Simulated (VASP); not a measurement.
Write the native input for VASP 6.6.1 that does the following.

```yaml
Task: single point
Functional: PBEsol
Potentials_or_basis: VASP PAW PBE potentials, release 64 (Ti_sv, S)
Cutoff: 520 eV
k_mesh: 6 × 6 × 6
Occupations: fermi-dirac, width 0.05 eV
Spin: no spin polarisation
Dipole_correction: no
Further_INCAR_settings: ALGO = Normal; EDIFF = 1e-06; NBANDS = 32
```

The structure of Ti3S2 lies in POSCAR:

```
Ti3S2
1.0
    2.6045893671      1.5037603722      3.2376184047
   -2.6045893671      1.5037603722      3.2376184047
    0.0000000000     -3.0075207444      3.2376184047
Ti S
3 2
Direct
    0.0000000000      0.3356550000      0.6643450000
    0.6643450000      0.0000000000      0.3356550000
    0.3356550000      0.6643450000      0.0000000000
    0.1678390000      0.1678390000      0.1678390000
    0.8321610000      0.8321610000      0.8321610000
```

These files were run (other wordings do the same):

INCAR

```
ALGO = Normal ; EDIFF = 1E-6
ENCUT = 520 ; GGA = PS
ISIF = 2 ; ISMEAR = -1
LASPH = T ; LCHARG = T
LELF = T ; LREAL = F
LVHAR = T ; LWAVE = F
NBANDS = 32 ; NELM = 80
PREC = Accurate ; SIGMA = 0.05
```

KPOINTS

```
k-points
0
Gamma
  6 6 6
```

Potentials or basis: VASP PAW PBE potentials, release 64 (Ti_sv, S).

Run with:

```bash
$ cat potpaw_PBE.64/Ti_sv/POTCAR potpaw_PBE.64/S/POTCAR > POTCAR
$ mpirun -np 1 vasp_std > vasp.out
```

Results of the run:

| Property | Result |
| --- | --- |
| Pressure | 6.8 GPa |
| Largest force | 0.227 eV/Å |
| Band gap on the k mesh | zero (bands 24 and 25 overlap by 0.20 eV) |

Caveat: the cell stands under pressure; the PAW data sets were made with another functional, which shifts forces and pressure a little.

It took 88 s on 1 thread of Intel Xeon 8259CL (shared host), peak memory 0.23 GiB.
